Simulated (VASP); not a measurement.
Set up this calculation in VASP 6.6.1, as the native input.

- Task: single point
- Functional: PBE
- Potentials or basis: VASP PAW PBE potentials, release 64 (Li_sv, F)
- Cutoff: 520 eV
- k mesh: 6 × 6 × 4
- Occupations: gaussian, width 0.01 eV
- Spin: no spin polarisation
- Dipole correction: no
- Further INCAR settings: ALGO = Normal; EDIFF = 1e-07; NBANDS = 18

The structure of LiF lies in POSCAR:

```
LiF
1.0
    3.2800798956      0.0000000000      0.0000000000
   -1.6400399478      2.8406325161      0.0000000000
    0.0000000000      0.0000000000      3.9995958192
Li F
2 2
Direct
    0.3333333333      0.6666666667      0.2500000000
    0.6666666667      0.3333333333      0.7500000000
    0.6666666667      0.3333333333      0.2500000000
    0.3333333333      0.6666666667      0.7500000000
```

These files were run (other wordings do the same):

INCAR

```
PREC     = Accurate       # precision mode
ENCUT    = 520            # plane-wave cutoff, eV
EDIFF    = 1E-7           # SCF threshold, eV
ISMEAR   = 0              # smearing method
SIGMA    = 0.01           # smearing width, eV
LREAL    = F              # projectors in reciprocal space
LASPH    = T              # aspherical terms in the spheres
NELM     = 60             # most SCF steps
ALGO     = Normal         # electronic algorithm
ISIF     = 2              # what is computed and relaxed
LWAVE    = F              # write WAVECAR
LCHARG   = F              # write CHGCAR
GGA      = PE             # functional
NBANDS   = 18             # bands
```

KPOINTS

```
regular mesh
0
Gamma
  6 6 4
```

Potentials or basis: VASP PAW PBE potentials, release 64 (Li_sv, F).

The run is started by

```console
$ cat potpaw_PBE.64/Li_sv/POTCAR potpaw_PBE.64/F/POTCAR > POTCAR
$ mpirun -np 1 vasp_std > vasp.out
```

Results of the run:

```
Band gap on the k mesh : 7.82 eV, direct
```

Wall time 33 s on 1 thread of AMD EPYC 7R13, on a shared host, peak memory 0.11 GiB.
